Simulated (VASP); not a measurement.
# TaN (P-6m2) in VASP: notebook

TaN is run at these levels: PBE; tasks: single point.

Everything below comes from runs of VASP 6.6.1. Logs are shortened: lines on timing, memory, paths and dates and some standing lists are left out, and cuts for length are marked.

## Step 1: The cell of the first run

The structure is hexagonal, space group P-6m2 (No. 187). Conventional cell: a = 2.938 Å, b = 2.938 Å, c = 2.883 Å, α = 90.00°, β = 90.00°, γ = 120.00°. Within 2.9 Å of Ta (site symmetry -6m2) lie 6 N at 2.23 Å and 2 Ta at 2.88 Å. N (site symmetry -6m2) has 6 Ta at 2.23 Å and 2 N at 2.88 Å within 2.9 Å.

## Step 2: Single point, PBE

Input file INCAR:

```
ALGO = Normal
EDIFF = 1E-6
ENCUT = 600
GGA = PE
GGA_COMPAT = False
ISIF = 2
ISMEAR = 0
LASPH = True
LCHARG = False
LREAL = False
LWAVE = False
NBANDS = 15
NELM = 120
PREC = Accurate
SIGMA = 0.01
```

Input file KPOINTS:

```
k-points
0
Gamma
  4 4 4
```

Input file POSCAR:

```
TaN
1.0
    2.9380000000      0.0000000000      0.0000000000
   -1.4690000000      2.5443826363      0.0000000000
    0.0000000000      0.0000000000      2.8830000000
Ta N
1 1
Direct
    0.0000000000      0.0000000000      0.5000000000
    0.6666666667      0.3333333333      0.0000000000
```

Potentials or basis: VASP PAW PBE potentials, release 64 (Ta_pv, N).

Command:

```sh
$ cat potpaw_PBE.64/Ta_pv/POTCAR potpaw_PBE.64/N/POTCAR > POTCAR
$ mpirun -np 1 vasp_std > vasp.out
```

OUTCAR:

```text
EDIFF = 1E-6
   ENCUT = 600
   GGA = PE
   ISIF = 2
   ISMEAR = 0
   LASPH = True
   LREAL = False
   NELM = 120
   PREC = Accurate

 ion  position               nearest neighbor table
   1  0.000  0.000  0.500-   2 2.23   2 2.23   2 2.23   2 2.23   2 2.23   2 2.23
   2  0.667  0.333  0.000-   1 2.23   1 2.23   1 2.23   1 2.23   1 2.23   1 2.23

  LATTYP: Found a hexagonal cell.
 ALAT       =     2.9380000000
 C/A-ratio  =     0.9812797822

  Lattice vectors:

 A1 = (   2.9380000000,   0.0000000000,   0.0000000000)
 A2 = (  -1.4690000000,   2.5443826363,   0.0000000000)
 A3 = (   0.0000000000,   0.0000000000,   2.8830000000)

Analysis of symmetry for initial positions (statically):
=====================================================================
 Subroutine PRICEL returns:
 Original cell was already a primitive cell.

 Routine SETGRP: Setting up the symmetry group for a
 hexagonal supercell.

 Subroutine GETGRP returns: Found 12 space group operations
 (whereof 12 operations were pure point group operations)
 out of a pool of 24 trial point group operations.

The static configuration has the point symmetry D_3h.

Analysis of symmetry for dynamics (positions and initial velocities):
=====================================================================
 Subroutine PRICEL returns:
 Original cell was already a primitive cell.

 Routine SETGRP: Setting up the symmetry group for a
 hexagonal supercell.

 Subroutine GETGRP returns: Found 12 space group operations
 (whereof 12 operations were pure point group operations)
 out of a pool of 24 trial point group operations.

The dynamic configuration has the point symmetry D_3h.

 Subroutine INISYM returns: Found 12 space group operations
 (whereof 12 operations are pure point group operations),
 and found     1 'primitive' translations

----------------------------------------------------------------------------------------

                                     Primitive cell

  volume of cell :      21.5516

  direct lattice vectors                    reciprocal lattice vectors
     2.938000000  0.000000000  0.000000000     0.340367597  0.196511324  0.000000000
    -1.469000000  2.544382636  0.000000000     0.000000000  0.393022648  0.000000000
     0.000000000  0.000000000  2.883000000     0.000000000  0.000000000  0.346860909

  length of vectors
     2.938000000  2.938000000  2.883000000     0.393022648  0.393022648  0.346860909

  position of ions in fractional coordinates (direct lattice)
     0.000000000  0.000000000  0.500000000
     0.666666667  0.333333333  0.000000000

  ion indices of the primitive-cell ions
   primitive index   ion index
                 1           1
                 2           2

----------------------------------------------------------------------------------------

 KPOINTS: k-points

Automatic generation of k-mesh.
 Grid dimensions read from file:
 generate k-points for:    4    4    4

 Generating k-lattice:

  Cartesian coordinates                     Fractional coordinates (reciprocal lattice)
     0.085091899  0.049127831  0.000000000     0.250000000  0.000000000  0.000000000
     0.000000000  0.098255662  0.000000000     0.000000000  0.250000000  0.000000000
     0.000000000  0.000000000  0.086715227     0.000000000  0.000000000  0.250000000

  Length of vectors
     0.098255662  0.098255662  0.086715227

  Shift w.r.t. Gamma in fractional coordinates (k-lattice)
     0.000000000  0.000000000  0.000000000

 Subroutine IBZKPT returns following result:
 ===========================================

 Found     12 irreducible k-points:

 Following reciprocal coordinates:
            Coordinates               Weight
  0.000000  0.000000  0.000000      1.000000
  0.250000  0.000000  0.000000      6.000000
  0.500000  0.000000  0.000000      3.000000
  0.250000  0.250000  0.000000      6.000000
  0.000000  0.000000  0.250000      2.000000
  0.250000  0.000000  0.250000     12.000000
  0.500000  0.000000  0.250000      6.000000
  0.250000  0.250000  0.250000     12.000000
  0.000000  0.000000  0.500000      1.000000
  0.250000  0.000000  0.500000      6.000000
  0.500000  0.000000  0.500000      3.000000
  0.250000  0.250000  0.500000      6.000000
   k-points           NKPTS =     12   k-points in BZ     NKDIM =     12   number of bands    NBANDS=     15
   number of dos      NEDOS =    301   number of ions     NIONS =      2
   total plane-waves  NPLWV =  13824
   dimension x,y,z NGX =    24 NGY =   24 NGZ =   24
   dimension x,y,z NGXF=    48 NGYF=   48 NGZF=   48
   ions per type =               1   1
   NGX,Y,Z   is equivalent  to a cutoff of  13.58, 13.58, 13.84 a.u.
   NGXF,Y,Z  is equivalent  to a cutoff of  27.16, 27.16, 27.68 a.u.
 SYSTEM =  unknown system
   PREC   = accura    normal or accurate (medium, high low for compatibility)
   ISTART =      0    job   : 0-new  1-cont  2-samecut
   ICHARG =      2    charge: 1-file 2-atom 10-const
   ISPIN  =      1    spin polarized calculation?
   LNONCOLLINEAR =      F non collinear calculations
   LSORBIT =      F    spin-orbit coupling
   LASPH  =      T    aspherical Exc in radial PAW
   ENCUT  =  600.0 eV  44.10 Ry    6.64 a.u.   5.87  5.87  5.76*2*pi/ulx,y,z
   NELM   =    120;   NELMIN=  2; NELMDL= -5     # of ELM steps
   EDIFF  = 0.1E-05   stopping-criterion for ELM
   LREAL  =      F    real-space projection
   EDIFFG = 0.1E-04   stopping-criterion for IOM
   NSW    =      0    number of steps for IOM
   IBRION =     -1    ionic relax: 0-MD 1-quasi-New 2-CG
   NFREE  =      0    steps in history (QN), initial steepest desc. (CG)
   ISIF   =      2    stress and relaxation
   ISYM   =      2    0-nonsym 1-usesym 2-fastsym
   POTIM  = 0.5000    time-step for ionic-motion
   TEBEG  =    0.0;   TEEND  =   0.0 temperature during run
   PSTRESS=    0.0 pullay stress
   NELECT =      16.0000    total number of electrons
   NUPDOWN=      -1.0000    fix difference up-down
   EMIN   =  10.00;   EMAX   =-10.00  energy-range for DOS
   EFERMI =   0.00;   METHOD = LEGACY
   ISMEAR =     0;   SIGMA  =   0.01  broadening in eV -4-tet -1-fermi 0-gaus
   EFERMI_NEDOS =   21; number of points for ismear=-14 and -15
   IALGO  =     38    algorithm
   IMIX   =      4    mixing-type and parameters
     AMIX     =   0.40;   BMIX     =  1.00
     AMIX_MAG =   1.60;   BMIX_MAG =  1.00
  volume/ion in A,a.u.               =      10.78        72.72
  Fermi-wavevector in a.u.,A,eV,Ry     =   1.482365  2.801264 29.897531  2.197407
  Thomas-Fermi vector in A             =   2.596160
   LORBIT       =      0    0 simple, 1 ext, 2 COOP (PROOUT), +10 PAW based schemes
   GGA     = PE    functional components
   LHFCALC =     F    Hartree Fock is set to
   AEXX    =    0.0000 exact exchange contribution
   IVDW    =     0    specifies the selected vdW correction
   LEPSILON=     F    determine dielectric tensor
   LRPA    =     F    only Hartree local field effects (RPA)
 non-spin polarized calculation
 Gauss-broadening in eV      SIGMA  =   0.01
  energy-cutoff  :      600.00
  volume of cell :       21.55
 maximum number of plane-waves:       728
 NGX is ok and might be reduce to    24
   NGX = 11   NGY = 11   NGZ = 11

 number of electron      16.0000001 magnetization

 Free energy of the ion-electron system (eV)
  ---------------------------------------------------
  ext. energy  EPLUGINS =         0.00000000
  ---------------------------------------------------
  free energy    TOTEN  =       -22.37288868 eV

  energy without entropy =      -22.37271237  energy(sigma->0) =      -22.37280052

 E-fermi :   8.1602     XC(G=0): -13.3446

 val. band max:        8.1602370378   @ k =   0.0000   0.0000   0.5000
 cond. band min:       8.1602370764   @ k =   0.0000   0.0000   0.5000
 fundamental gap:      0.0000000386
 Fermi energy:         8.1602370571

 k-point     1 :       0.0000    0.0000    0.0000
  band No.  band energies     occupation
      1     -26.5710      2.00000
      2     -26.3339      2.00000
      3     -26.3339      2.00000
      4      -9.5243      2.00000
      5       3.6894      2.00000
      6       3.6894      2.00000
      7       4.0540      2.00000
      8       5.3282      2.00000
      9      10.4718      0.00000
     10      11.8370      0.00000
     11      11.8370      0.00000
     12      12.2675      0.00000
     13      12.2675      0.00000
     14      21.3574      0.00000
     15      21.6722      0.00000

 k-point     2 :       0.2500    0.0000    0.0000
  band No.  band energies     occupation
      1     -26.8708      2.00000
      2     -26.5000      2.00000
      3     -26.4516      2.00000
      4      -8.4328      2.00000
      5       1.4266      2.00000
      6       4.0350      2.00000
      7       4.4583      2.00000
      8       5.1434      2.00000
      9      10.4143      0.00000
     10      11.7451      0.00000
     11      12.2578      0.00000
     12      13.2512      0.00000
     13      13.5281      0.00000
     14      21.4564      0.00000
     15      21.6663      0.00000

 k-point     3 :       0.5000    0.0000    0.0000
  band No.  band energies     occupation
      1     -27.3639      2.00000
      2     -26.5666      2.00000
      3     -26.4279      2.00000
      4      -7.2383      2.00000
      5      -0.0226      2.00000
      6       3.0657      2.00000
      7       4.7816      2.00000
      8       5.0747      2.00000
      9      11.2786      0.00000
     10      12.2795      0.00000
     11      13.4814      0.00000
     12      13.5454      0.00000
     13      15.6851      0.00000
     14      19.5588      0.00000
     15      21.6312      0.00000

 k-point     4 :       0.2500    0.2500    0.0000
  band No.  band energies     occupation
      1     -27.1780      2.00000
      2     -26.7726      2.00000
      3     -26.4280      2.00000
      4      -7.2087      2.00000
      5       0.5494      2.00000
      6       3.2182      2.00000
      7       3.3348      2.00000
      8       7.0986      2.00000
      9       9.4768      0.00000
     10       9.9237      0.00000
     11      12.6718      0.00000
     12      15.1767      0.00000
     13      17.6686      0.00000
     14      21.5349      0.00000
     15      21.7743      0.00000
[... 91 lines left out ...]
 k-point    10 :       0.2500    0.0000    0.5000
  band No.  band energies     occupation
      1     -27.3618      2.00000
      2     -26.7401      2.00000
      3     -26.3622      2.00000
      4      -7.2130      2.00000
      5       0.3078      2.00000
      6       3.2461      2.00000
      7       3.3886      2.00000
      8       6.6019      2.00000
      9      10.2399      0.00000
     10      11.4694      0.00000
     11      12.7348      0.00000
     12      13.5984      0.00000
     13      18.8695      0.00000
     14      19.6797      0.00000
     15      21.6265      0.00000

 k-point    11 :       0.5000    0.0000    0.5000
  band No.  band energies     occupation
      1     -27.2290      2.00000
      2     -27.1943      2.00000
      3     -26.4688      2.00000
      4      -7.5397      2.00000
      5       0.9261      2.00000
      6       2.0723      2.00000
      7       2.5774      2.00000
      8       7.8848      2.00000
      9      12.4237      0.00000
     10      13.5980      0.00000
     11      14.3091      0.00000
     12      15.3433      0.00000
     13      18.4460      0.00000
     14      20.5895      0.00000
     15      21.5451      0.00000

 k-point    12 :       0.2500    0.2500    0.5000
  band No.  band energies     occupation
      1     -27.2294      2.00000
      2     -27.0222      2.00000
      3     -26.6570      2.00000
      4      -7.4606      2.00000
      5       0.6824      2.00000
      6       1.4246      2.00000
      7       4.1261      2.00000
      8       7.1696      2.00000
      9      12.3329      0.00000
     10      13.2646      0.00000
     11      14.2638      0.00000
     12      15.3840      0.00000
     13      18.7064      0.00000
     14      20.0932      0.00000
     15      21.4536      0.00000

------------------------ aborting loop because EDIFF is reached ----------------------------------------

  FORCE on cell =-STRESS in cart. coord.  units (eV):
  Direction    XX          YY          ZZ          XY          YZ          ZX
  --------------------------------------------------------------------------------------
  -------------------------------------------------------------------------------------
  Total        0.8178248      0.8178248      0.7803499      0.0000000      0.0000000      0.0000000
  in kB       60.7983789     60.7983789     58.0124339      0.0000000      0.0000000      0.0000000
  external PRESSURE =      59.8697306 kB  Pullay stress =       0.0000000 kB

 VOLUME and BASIS-vectors are now :
 -----------------------------------------------------------------------------
  energy-cutoff  :      600.00
  volume of cell :       21.55
      direct lattice vectors                 reciprocal lattice vectors
     2.938000000  0.000000000  0.000000000     0.340367597  0.196511324  0.000000000
    -1.469000000  2.544382636  0.000000000     0.000000000  0.393022648  0.000000000
     0.000000000  0.000000000  2.883000000     0.000000000  0.000000000  0.346860909

 POSITION                                       TOTAL-FORCE (eV/Angst)
 -----------------------------------------------------------------------------------
      0.00000      0.00000      1.44150         0.000000     -0.000000      0.000000
      1.46900      0.84813      0.00000        -0.000000      0.000000      0.000000
 -----------------------------------------------------------------------------------
    total drift:                               -0.000000      0.000000      0.000000

  FREE ENERGIE OF THE ION-ELECTRON SYSTEM (eV)
  ---------------------------------------------------
  free  energy   TOTEN  =       -22.3728886761 eV

  energy  without entropy=      -22.3727123669  energy(sigma->0) =      -22.37280052
```

It took 3 s on 1 thread of Intel Xeon 6975P-C (Granite Rapids), shared host; peak memory 0.13 GiB.

Results:

```yaml
Free_energy: -22.3729 eV
Pressure: 6.0 GPa
Band_gap_on_the_k_mesh: zero (filled and empty bands touch)
```

Levels at points of the mesh, in eV from the Fermi level:
```csv
k point,band 6,band 7,band 8,band 9,band 10,band 11
"(0.00, 0.00, 0.00)",-4.47,-4.11,-2.83,2.31,3.68,3.68
"(0.50, 0.00, 0.00)",-5.09,-3.38,-3.09,3.12,4.12,5.32
"(0.00, 0.00, 0.50)",-3.65,-3.65,0.00,0.00,2.50,3.44
"(0.50, 0.00, 0.50)",-6.09,-5.58,-0.28,4.26,5.44,6.15
```

Caveat: the k points lie up to 0.62 Å⁻¹ apart; spin-orbit coupling is left out, which moves the levels of the heavy elements.

## Step 3: Single point, PBE

Input file INCAR:

```
PREC     = Accurate       # precision mode
ENCUT    = 600            # plane-wave cutoff, eV
EDIFF    = 1E-6           # SCF threshold, eV
ISMEAR   = 0              # smearing method
SIGMA    = 0.01           # smearing width, eV
LREAL    = False          # projectors in reciprocal space
LASPH    = True           # aspherical terms in the spheres
NELM     = 120            # most SCF steps
ALGO     = Normal         # electronic algorithm
ISIF     = 2              # what is computed and relaxed
LWAVE    = False          # write WAVECAR
LCHARG   = True           # write CHGCAR
GGA      = PE             # functional
LELF     = True           # ELF
LVHAR    = True         
NBANDS   = 15             # bands
GGA_COMPAT= False
```

Input file KPOINTS:

```
regular mesh
0
Gamma
  5 5 4
```

POSCAR is that of step 2.

Potentials or basis: VASP PAW PBE potentials, release 64 (Ta_pv, N).

Command:

```sh
$ cat potpaw_PBE.64/Ta_pv/POTCAR potpaw_PBE.64/N/POTCAR > POTCAR
$ mpirun -np 1 vasp_std > vasp.out
```

It took 3.3 s on 1 thread of Intel Xeon 6975P-C (Granite Rapids), shared host; peak memory 0.13 GiB.

It converged, with:

| Quantity | Value |
| --- | --- |
| Free energy | -22.4238 eV |
| Pressure | 5.5 GPa |
| Band gap on the k mesh | zero (filled and empty bands touch) |

Stress tensor (GPa, compression positive):
```
3.95 0.00 0.00
0.00 3.95 0.00
0.00 0.00 8.55
```

Levels at points of the mesh, in eV from the Fermi level:
```csv
k point,band 5,band 6,band 7,band 8,band 9,band 10,band 11,band 12
"(0.00, 0.00, 0.00)",-4.47,-4.47,-4.11,-2.83,2.31,3.68,3.68,4.10
"(0.00, 0.00, 0.50)",-9.26,-3.65,-3.65,0.00,0.00,2.50,3.43,3.43
```

Caveat: the k points lie up to 0.54 Å⁻¹ apart; spin-orbit coupling is left out, which moves the levels of the heavy elements.
